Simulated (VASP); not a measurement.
Input of a VASP 6.6.1 run:

INCAR

```
  PREC = Accurate
  ENCUT = 600
  EDIFF = 1E-6
  ISMEAR = 0
  SIGMA = 0.1
  LREAL = F
  LASPH = T
  NELM = 100
  ALGO = Fast
  ISIF = 3
  LWAVE = F
  LCHARG = F
  GGA = PE
  IBRION = 2
  NSW = 100
  EDIFFG = -0.01
```

Contents of KPOINTS:

```
Automatic mesh
0
Gamma
  14 14 14
```

Contents of POSCAR:

```
CuMo2
1.0
    0.0000000000      2.9014926817      2.9014926817
    2.9014926817      0.0000000000      2.9014926817
    2.9014926817      2.9014926817      0.0000000000
Cu Mo
1 2
Direct
    0.0000000000      0.0000000000      0.0000000000
    0.2500000000      0.2500000000      0.2500000000
    0.7500000000      0.7500000000      0.7500000000
```

Potentials or basis: VASP PAW PBE potentials, release 64 (Cu, Mo_sv).

Command:

```bash
$ cat potpaw_PBE.64/Cu/POTCAR potpaw_PBE.64/Mo_sv/POTCAR > POTCAR
$ mpirun -np 1 vasp_std > vasp.out
```

**Question.** Predict the relaxed volume.

**Answer.** 16.32 Å³/atom.

**Question.** What does it give for the band gap on the k mesh?

**Answer.** Zero (an odd number of electrons rules out a gap without spin polarisation).

**Question.** Estimate the relaxed cell.

**Answer.** a = 4.106 Å, b = 4.106 Å, c = 4.106 Å, α = 60.00°, β = 60.00°, γ = 60.00°.

**Question.** Predict the space group after relaxing (to 0.1 Å).

**Answer.** Fm-3m (No. 225).

Step by step:
```csv
step,energy change (eV),largest force (eV/Å),pressure (GPa),volume (Å³)
1,0.0000,0.0000,0.42,48.85
2,0.0003,0.0000,-0.75,49.16
3,-0.0002,0.0000,-0.18,48.97
4,-0.0002,0.0000,0.22,48.94
5,-0.0002,0.0000,-0.03,48.96
```
